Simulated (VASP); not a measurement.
A run of VASP 6.6.1 is set up as follows.

Contents of INCAR:

```
ALGO = Normal
EDIFF = 1E-6
ENCUT = 520
GGA = PE
ISIF = 2
ISMEAR = 0
LASPH = T
LCHARG = F
LREAL = F
LWAVE = F
NBANDS = 31
NELM = 60
PREC = Accurate
SIGMA = 0.1
```

File KPOINTS:

```
k-points
0
Gamma
  6 6 6
```

The input POSCAR:

```
AlGa2Sb3
1.0
    3.3211109290      1.9174442888      4.1163458466
   -3.3211109290      1.9174442888      4.1163458466
    0.0000000000     -3.8348885777      4.1163458466
Al Ga Sb
1 2 3
Direct
    0.5000000000      0.5000000000      0.5000000000
    0.1217750609      0.1217750609      0.1217750609
    0.8782249391      0.8782249391      0.8782249391
    0.5000000000      0.5000000000      0.0000000000
    0.0000000000      0.5000000000      0.5000000000
    0.5000000000      0.0000000000      0.5000000000
```

Potentials or basis: VASP PAW PBE potentials, release 64 (Al, Ga_d, Sb).

Command:

```sh
$ cat potpaw_PBE.64/Al/POTCAR potpaw_PBE.64/Ga_d/POTCAR potpaw_PBE.64/Sb/POTCAR > POTCAR
$ mpirun -np 1 vasp_std > vasp.out
```

Task: What does it give for the pressure?

Result: 0.0 GPa.

Task: Estimate the largest force.

Result: 0.027 eV/Å.

Task: Estimate the band gap on the k mesh.

Result: Zero (band 22 reaches 7.91 eV, above the bottom of band 23 at 5.65 eV).

Stress tensor (GPa, compression positive):
```
 0.12  0.00  0.00
 0.00  0.12  0.00
 0.00  0.00 -0.09
```

Caveat: spin-orbit coupling is left out, which moves the levels of the heavy elements.
